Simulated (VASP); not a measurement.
Here is a VASP 6.6.1 calculation.

File INCAR:

```
SYSTEM = Li2S
PREC = Accurate
ENCUT = 750
EDIFF = 1E-6
ISMEAR = -1
SIGMA = 0.02
LREAL = .FALSE.
LASPH = .TRUE.
NELM = 120
ALGO = Normal
ISIF = 2
LWAVE = .FALSE.
LCHARG = .FALSE.
GGA = CA
NBANDS = 28
GGA_COMPAT = .FALSE.
```

The input KPOINTS:

```
regular mesh
0
G
  8 8 3
  0 0 0
```

File POSCAR:

```
Li2S
1.0
    0.0000000000      2.7834351075     -2.7834351075
   -2.7834351075      0.0000000000      2.7834351075
    5.5668702151      5.5668702151      5.5668702151
S Li
3 6
Direct
    0.0000000000      0.0000000000      0.0000000000
    0.3333333330      0.6666666670      0.3333333330
    0.6666666670      0.3333333330      0.6666666670
    0.0000000000      0.0000000000      0.2500000000
    0.3333333330      0.6666666670      0.5833333330
    0.6666666670      0.3333333330      0.9166666670
    0.3333333330      0.6666666670      0.0833333330
    0.6666666670      0.3333333330      0.4166666670
    0.0000000000      0.0000000000      0.7500000000
```

Potentials or basis: VASP PAW LDA potentials, release 64 (S, Li_sv).

Command:

```sh
$ cat potpaw_LDA.64/S/POTCAR potpaw_LDA.64/Li_sv/POTCAR > POTCAR
$ mpirun -np 1 vasp_std > vasp.out
```

(1) What does it give for the band gap on the k mesh?

(2) Estimate the pressure.

Results:

(1) 3.12 eV.

(2) -0.1 GPa.
